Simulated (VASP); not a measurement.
# Ge (P6_3/mmc) in VASP: a series of runs

Ge is run at these levels: PBE; tasks: single point.

Everything below comes from runs of VASP 6.6.1. Logs are shortened: lines on timing, memory, paths and dates and some standing lists are left out, and cuts for length are marked.

## (1) The cell of the first run

It takes space group P6_3/mmc (No. 194, hexagonal). Conventional cell: a = 3.998 Å, b = 3.998 Å, c = 6.599 Å, α = 90.00°, β = 90.00°, γ = 120.00°. Within 3.2 Å of Ge (site symmetry 3m) lie 4 Ge at 2.45 to 2.47 Å.

## (2) Single point, PBE

Contents of INCAR:

```
PREC     = Accurate       # precision mode
ENCUT    = 520            # plane-wave cutoff, eV
EDIFF    = 1E-7           # SCF threshold, eV
ISMEAR   = 0              # smearing method
SIGMA    = 0.024          # smearing width, eV
LREAL    = False          # projectors in reciprocal space
LASPH    = True           # aspherical terms in the spheres
NELM     = 60             # most SCF steps
ALGO     = Normal         # electronic algorithm
ISIF     = 2              # what is computed and relaxed
LWAVE    = False          # write WAVECAR
LCHARG   = True           # write CHGCAR
GGA      = PE             # functional
LELF     = True           # ELF
LVHAR    = True         
NBANDS   = 36             # bands
```

Contents of KPOINTS:

```
Automatic mesh
0
Gamma
  8 8 4
```

Contents of POSCAR:

```
Ge
1.0
    3.9975858431      0.0000000000      0.0000000000
   -1.9987929216      3.4620108940      0.0000000000
    0.0000000000      0.0000000000      6.5993779500
Ge
4
Direct
    0.3333333333      0.6666666667      0.9370987500
    0.6666666667      0.3333333333      0.4370987500
    0.3333333333      0.6666666667      0.5629012500
    0.6666666667      0.3333333333      0.0629012500
```

Potentials or basis: VASP PAW PBE potentials, release 64 (Ge_d).

The run is started by

```bash
> cat potpaw_PBE.64/Ge_d/POTCAR > POTCAR
> mpirun -np 1 vasp_std > vasp.out
```

OUTCAR:

```text
PREC = Accurate
   ENCUT = 520
   EDIFF = 1E-7
   ISMEAR = 0
   LREAL = False
   LASPH = True
   NELM = 60
   ISIF = 2
   GGA = PE

 ion  position               nearest neighbor table
   1  0.333  0.667  0.937-   4 2.45   4 2.45   4 2.45   3 2.47
   2  0.667  0.333  0.437-   3 2.45   3 2.45   3 2.45   4 2.47
   3  0.333  0.667  0.563-   2 2.45   2 2.45   2 2.45   1 2.47
   4  0.667  0.333  0.063-   1 2.45   1 2.45   1 2.45   2 2.47

  LATTYP: Found a hexagonal cell.
 ALAT       =     3.9975858431
 C/A-ratio  =     1.6508408347

  Lattice vectors:

 A1 = (   3.9975858431,   0.0000000000,   0.0000000000)
 A2 = (  -1.9987929216,   3.4620108940,   0.0000000000)
 A3 = (   0.0000000000,   0.0000000000,   6.5993779500)

Analysis of symmetry for initial positions (statically):
=====================================================================
 Subroutine PRICEL returns:
 Original cell was already a primitive cell.

 Routine SETGRP: Setting up the symmetry group for a
 hexagonal supercell.

 Subroutine GETGRP returns: Found 24 space group operations
 (whereof 12 operations were pure point group operations)
 out of a pool of 24 trial point group operations.

The static configuration has the point symmetry D_3d.
 The point group associated with its full space group is D_6h.

Analysis of symmetry for dynamics (positions and initial velocities):
=====================================================================
 Subroutine PRICEL returns:
 Original cell was already a primitive cell.

 Routine SETGRP: Setting up the symmetry group for a
 hexagonal supercell.

 Subroutine GETGRP returns: Found 24 space group operations
 (whereof 12 operations were pure point group operations)
 out of a pool of 24 trial point group operations.

The dynamic configuration has the point symmetry D_3d.
 The point group associated with its full space group is D_6h.

 Subroutine INISYM returns: Found 24 space group operations
 (whereof 12 operations are pure point group operations),
 and found     1 'primitive' translations

----------------------------------------------------------------------------------------

                                     Primitive cell

  volume of cell :      91.3333

  direct lattice vectors                    reciprocal lattice vectors
     3.997585843  0.000000000  0.000000000     0.250150976  0.144424733  0.000000000
    -1.998792922  3.462010894  0.000000000     0.000000000  0.288849467  0.000000000
     0.000000000  0.000000000  6.599377950     0.000000000  0.000000000  0.151529433

  length of vectors
     3.997585843  3.997585843  6.599377950     0.288849467  0.288849467  0.151529433

  position of ions in fractional coordinates (direct lattice)
     0.333333333  0.666666667  0.937098750
     0.666666667  0.333333333  0.437098750
     0.333333333  0.666666667  0.562901250
     0.666666667  0.333333333  0.062901250

  ion indices of the primitive-cell ions
   primitive index   ion index
                 1           1
                 2           2
                 3           3
                 4           4

----------------------------------------------------------------------------------------

 KPOINTS: Automatic mesh

Automatic generation of k-mesh.
 Grid dimensions read from file:
 generate k-points for:    8    8    4

 Generating k-lattice:

  Cartesian coordinates                     Fractional coordinates (reciprocal lattice)
     0.031268872  0.018053092  0.000000000     0.125000000 -0.000000000  0.000000000
     0.000000000  0.036106183  0.000000000     0.000000000  0.125000000  0.000000000
     0.000000000  0.000000000  0.037882358     0.000000000  0.000000000  0.250000000

  Length of vectors
     0.036106183  0.036106183  0.037882358

  Shift w.r.t. Gamma in fractional coordinates (k-lattice)
     0.000000000  0.000000000  0.000000000

 Subroutine IBZKPT returns following result:
 ===========================================

 Found     30 irreducible k-points:

 Following reciprocal coordinates:
            Coordinates               Weight
  0.000000  0.000000  0.000000      1.000000
  0.125000  0.000000  0.000000      6.000000
  0.250000  0.000000  0.000000      6.000000
  0.375000  0.000000  0.000000      6.000000
  0.500000  0.000000  0.000000      3.000000
  0.125000  0.125000  0.000000      6.000000
[... 16 lines left out ...]
  0.250000  0.000000  0.500000      6.000000
  0.375000  0.000000  0.500000      6.000000
 [... further k-points ...]
   k-points           NKPTS =     30   k-points in BZ     NKDIM =     30   number of bands    NBANDS=     36
   number of dos      NEDOS =    301   number of ions     NIONS =      4
   total plane-waves  NPLWV =  45000
   dimension x,y,z NGX =    30 NGY =   30 NGZ =   50
   dimension x,y,z NGXF=    60 NGYF=   60 NGZF=  100
   ions per type =               4
   NGX,Y,Z   is equivalent  to a cutoff of  12.48, 12.48, 12.60 a.u.
   NGXF,Y,Z  is equivalent  to a cutoff of  24.95, 24.95, 25.19 a.u.
 SYSTEM =  unknown system
   PREC   = accura    normal or accurate (medium, high low for compatibility)
   ISTART =      0    job   : 0-new  1-cont  2-samecut
   ICHARG =      2    charge: 1-file 2-atom 10-const
   ISPIN  =      1    spin polarized calculation?
   LNONCOLLINEAR =      F non collinear calculations
   LSORBIT =      F    spin-orbit coupling
   LASPH  =      T    aspherical Exc in radial PAW
   ENCUT  =  520.0 eV  38.22 Ry    6.18 a.u.   7.43  7.43 12.27*2*pi/ulx,y,z
   NELM   =     60;   NELMIN=  2; NELMDL= -5     # of ELM steps
   EDIFF  = 0.1E-06   stopping-criterion for ELM
   LREAL  =      F    real-space projection
   EDIFFG = 0.1E-05   stopping-criterion for IOM
   NSW    =      0    number of steps for IOM
   IBRION =     -1    ionic relax: 0-MD 1-quasi-New 2-CG
   NFREE  =      0    steps in history (QN), initial steepest desc. (CG)
   ISIF   =      2    stress and relaxation
   ISYM   =      2    0-nonsym 1-usesym 2-fastsym
   POTIM  = 0.5000    time-step for ionic-motion
   TEBEG  =    0.0;   TEEND  =   0.0 temperature during run
   PSTRESS=    0.0 pullay stress
   NELECT =      56.0000    total number of electrons
   NUPDOWN=      -1.0000    fix difference up-down
   EMIN   =  10.00;   EMAX   =-10.00  energy-range for DOS
   EFERMI =   0.00;   METHOD = LEGACY
   ISMEAR =     0;   SIGMA  =   0.02  broadening in eV -4-tet -1-fermi 0-gaus
   EFERMI_NEDOS =   21; number of points for ismear=-14 and -15
   IALGO  =     38    algorithm
   IMIX   =      4    mixing-type and parameters
     AMIX     =   0.40;   BMIX     =  1.00
     AMIX_MAG =   1.60;   BMIX_MAG =  1.00
  volume/ion in A,a.u.               =      22.83       154.09
  Fermi-wavevector in a.u.,A,eV,Ry     =   1.390789  2.628209 26.317650  1.934293
  Thomas-Fermi vector in A             =   2.514690
   LORBIT       =      0    0 simple, 1 ext, 2 COOP (PROOUT), +10 PAW based schemes
   GGA     = PE    functional components
   LHFCALC =     F    Hartree Fock is set to
   AEXX    =    0.0000 exact exchange contribution
   IVDW    =     0    specifies the selected vdW correction
   LEPSILON=     F    determine dielectric tensor
   LRPA    =     F    only Hartree local field effects (RPA)
 non-spin polarized calculation
 Gauss-broadening in eV      SIGMA  =   0.02
  energy-cutoff  :      520.00
  volume of cell :       91.33
 maximum number of plane-waves:      2491
 NGX is ok and might be reduce to    30
   NGX = 15   NGY = 15   NGZ = 25

 number of electron      56.0000053 magnetization

 Free energy of the ion-electron system (eV)
  ---------------------------------------------------
  ext. energy  EPLUGINS =         0.00000000
  ---------------------------------------------------
  free energy    TOTEN  =       -17.95953470 eV

  energy without entropy =      -17.95953443  energy(sigma->0) =      -17.95953456

 E-fermi :   5.0178     XC(G=0):  -9.8793

 val. band max:        4.9591081179   @ k =   0.0000   0.0000   0.0000
 cond. band min:       5.0804575302   @ k =   0.0000   0.0000   0.0000
 fundamental gap:      0.1213494123
 Fermi energy:         5.0178393708

 k-point     1 :       0.0000    0.0000    0.0000
  band No.  band energies     occupation
      1     -19.9305      2.00000
      2     -19.9305      2.00000
      3     -19.8925      2.00000
      4     -19.8925      2.00000
      5     -19.8925      2.00000
      6     -19.8796      2.00000
[... 28 lines left out ...]
     35       9.5170      0.00000
     36      11.1145      0.00000

 k-point     2 :       0.1250    0.0000    0.0000
  band No.  band energies     occupation
      1     -19.9394      2.00000
      2     -19.9335      2.00000
      3     -19.9014      2.00000
      4     -19.8976      2.00000
      5     -19.8923      2.00000
      6     -19.8691      2.00000
[... 28 lines left out ...]
     35      10.1819      0.00000
     36      11.1401      0.00000

 k-point     3 :       0.2500    0.0000    0.0000
  band No.  band energies     occupation
      1     -19.9487      2.00000
      2     -19.9378      2.00000
      3     -19.9151      2.00000
      4     -19.9062      2.00000
      5     -19.8879      2.00000
      6     -19.8576      2.00000
[... 28 lines left out ...]
     35      11.3410      0.00000
     36      11.7319      0.00000

 k-point     4 :       0.3750    0.0000    0.0000
  band No.  band energies     occupation
      1     -19.9490      2.00000
      2     -19.9397      2.00000
      3     -19.9280      2.00000
      4     -19.9119      2.00000
      5     -19.8764      2.00000
      6     -19.8515      2.00000
[... 28 lines left out ...]
     35      12.0366      0.00000
     36      12.6132      0.00000

 k-point     5 :       0.5000    0.0000    0.0000
  band No.  band energies     occupation
      1     -19.9444      2.00000
      2     -19.9399      2.00000
      3     -19.9364      2.00000
      4     -19.9137      2.00000
      5     -19.8677      2.00000
      6     -19.8499      2.00000
[... 655 lines left out ...]
 k-point    22 :       0.1250    0.0000    0.5000
  band No.  band energies     occupation
      1     -19.9200      2.00000
      2     -19.9200      2.00000
      3     -19.9186      2.00000
      4     -19.9186      2.00000
      5     -19.8825      2.00000
      6     -19.8825      2.00000
[... 28 lines left out ...]
     35      10.2711      0.00000
     36      10.2711      0.00000

 k-point    23 :       0.2500    0.0000    0.5000
  band No.  band energies     occupation
      1     -19.9249      2.00000
      2     -19.9249      2.00000
      3     -19.9240      2.00000
      4     -19.9240      2.00000
      5     -19.8793      2.00000
      6     -19.8793      2.00000
[... 28 lines left out ...]
     35      10.6539      0.00000
     36      10.6539      0.00000

 k-point    24 :       0.3750    0.0000    0.5000
  band No.  band energies     occupation
      1     -19.9272      2.00000
      2     -19.9272      2.00000
      3     -19.9249      2.00000
      4     -19.9249      2.00000
      5     -19.8741      2.00000
      6     -19.8741      2.00000
[... 28 lines left out ...]
     35      12.4274      0.00000
     36      12.4274      0.00000

 [... further k-points ...]
[... 5 lines left out ...]
  --------------------------------------------------------------------------------------
  -------------------------------------------------------------------------------------
  Total        1.7061792      1.7061792      1.5817122     -0.0000000     -0.0000000     -0.0000000
  in kB       29.9299495     29.9299495     27.7465385     -0.0000000     -0.0000000     -0.0000000
  external PRESSURE =      29.2021458 kB  Pullay stress =       0.0000000 kB

 VOLUME and BASIS-vectors are now :
 -----------------------------------------------------------------------------
  energy-cutoff  :      520.00
  volume of cell :       91.33
      direct lattice vectors                 reciprocal lattice vectors
     3.997585843  0.000000000  0.000000000     0.250150976  0.144424733  0.000000000
    -1.998792922  3.462010894  0.000000000     0.000000000  0.288849467  0.000000000
     0.000000000  0.000000000  6.599377950     0.000000000  0.000000000  0.151529433

 POSITION                                       TOTAL-FORCE (eV/Angst)
 -----------------------------------------------------------------------------------
     -0.00000      2.30801      6.18427        -0.000000     -0.000000     -0.019015
      1.99879      1.15400      2.88458         0.000000      0.000000     -0.019015
     -0.00000      2.30801      3.71480         0.000000     -0.000000      0.019015
      1.99879      1.15400      0.41511         0.000000      0.000000      0.019015
 -----------------------------------------------------------------------------------
    total drift:                               -0.000000      0.000000     -0.000000

  FREE ENERGIE OF THE ION-ELECTRON SYSTEM (eV)
  ---------------------------------------------------
  free  energy   TOTEN  =       -17.9595347011 eV

  energy  without entropy=      -17.9595344259  energy(sigma->0) =      -17.95953456
```

It took 66 s on 1 thread of Intel Xeon 6975P-C (Granite Rapids), shared host; peak memory 0.23 GiB.

Results:

```yaml
Free_energy: -17.9595 eV
Pressure: 2.9 GPa
Largest_force: 0.019 eV/Å
Band_gap_on_the_k_mesh: 0.12 eV, direct
```

Forces on the atoms (eV/Å):
```
Ge   0.000  0.000 -0.019
Ge   0.000  0.000 -0.019
Ge   0.000  0.000  0.019
Ge   0.000  0.000  0.019
```

Stress tensor (GPa, compression positive):
```
2.99 0.00 0.00
0.00 2.99 0.00
0.00 0.00 2.77
```

A k mesh can miss the band edges.

## (3) Single point, PBE

Contents of INCAR:

```
PREC     = Accurate       # precision mode
ENCUT    = 520            # plane-wave cutoff, eV
EDIFF    = 1E-6           # SCF threshold, eV
ISMEAR   = 0              # smearing method
SIGMA    = 0.025          # smearing width, eV
LREAL    = F              # projectors in reciprocal space
LASPH    = T              # aspherical terms in the spheres
NELM     = 80             # most SCF steps
ALGO     = Normal         # electronic algorithm
ISIF     = 2              # what is computed and relaxed
LWAVE    = F              # write WAVECAR
LCHARG   = T              # write CHGCAR
GGA      = PE             # functional
LELF     = T              # ELF
LVHAR    = T            
NBANDS   = 36             # bands
```

KPOINTS is that of step 2.

POSCAR is that of step 2.

Potentials or basis: VASP PAW PBE potentials, release 64 (Ge_d).

The run is started by

```bash
> cat potpaw_PBE.64/Ge_d/POTCAR > POTCAR
> mpirun -np 1 vasp_std > vasp.out
```

OUTCAR:

```text
PREC = Accurate
   ENCUT = 520
   EDIFF = 1E-6
   ISMEAR = 0
   LREAL = F
   LASPH = T
   NELM = 80
   ISIF = 2
   GGA = PE

 ion  position               nearest neighbor table
   1  0.333  0.667  0.937-   4 2.45   4 2.45   4 2.45   3 2.47
   2  0.667  0.333  0.437-   3 2.45   3 2.45   3 2.45   4 2.47
   3  0.333  0.667  0.563-   2 2.45   2 2.45   2 2.45   1 2.47
   4  0.667  0.333  0.063-   1 2.45   1 2.45   1 2.45   2 2.47

  LATTYP: Found a hexagonal cell.
 ALAT       =     3.9975858431
[... 1129 lines left out ...]
     35      12.4273      0.00000
     36      12.4273      0.00000

 [... further k-points ...]
[... 5 lines left out ...]
  --------------------------------------------------------------------------------------
  -------------------------------------------------------------------------------------
  Total        1.6801032      1.6801032      1.5531483     -0.0000000     -0.0000000      0.0000000
  in kB       29.4725229     29.4725229     27.2454685     -0.0000000     -0.0000000      0.0000000
  external PRESSURE =      28.7301714 kB  Pullay stress =       0.0000000 kB

 VOLUME and BASIS-vectors are now :
 -----------------------------------------------------------------------------
  energy-cutoff  :      520.00
  volume of cell :       91.33
      direct lattice vectors                 reciprocal lattice vectors
     3.997585843  0.000000000  0.000000000     0.250150976  0.144424733  0.000000000
    -1.998792922  3.462010894  0.000000000     0.000000000  0.288849467  0.000000000
     0.000000000  0.000000000  6.599377950     0.000000000  0.000000000  0.151529433

 POSITION                                       TOTAL-FORCE (eV/Angst)
 -----------------------------------------------------------------------------------
     -0.00000      2.30801      6.18427         0.000000     -0.000000     -0.018856
      1.99879      1.15400      2.88458        -0.000000      0.000000     -0.018856
     -0.00000      2.30801      3.71480         0.000000     -0.000000      0.018856
      1.99879      1.15400      0.41511        -0.000000      0.000000      0.018856
 -----------------------------------------------------------------------------------
    total drift:                               -0.000000      0.000000     -0.000000

  FREE ENERGIE OF THE ION-ELECTRON SYSTEM (eV)
  ---------------------------------------------------
  free  energy   TOTEN  =       -17.9595346069 eV

  energy  without entropy=      -17.9595341310  energy(sigma->0) =      -17.95953437
```

It took 52 s on 1 thread of Intel Xeon 6975P-C (Granite Rapids), shared host; peak memory 0.22 GiB.

What came out:

- Free energy: -17.9595 eV
- Pressure: 2.9 GPa
- Largest force: 0.019 eV/Å
- Band gap on the k mesh: 0.12 eV, direct

Forces in eV/Å, atoms in the order of the input:
```
Ge   0.000  0.000 -0.019
Ge   0.000  0.000 -0.019
Ge   0.000  0.000  0.019
Ge   0.000  0.000  0.019
```

[end of part 1 of 2]
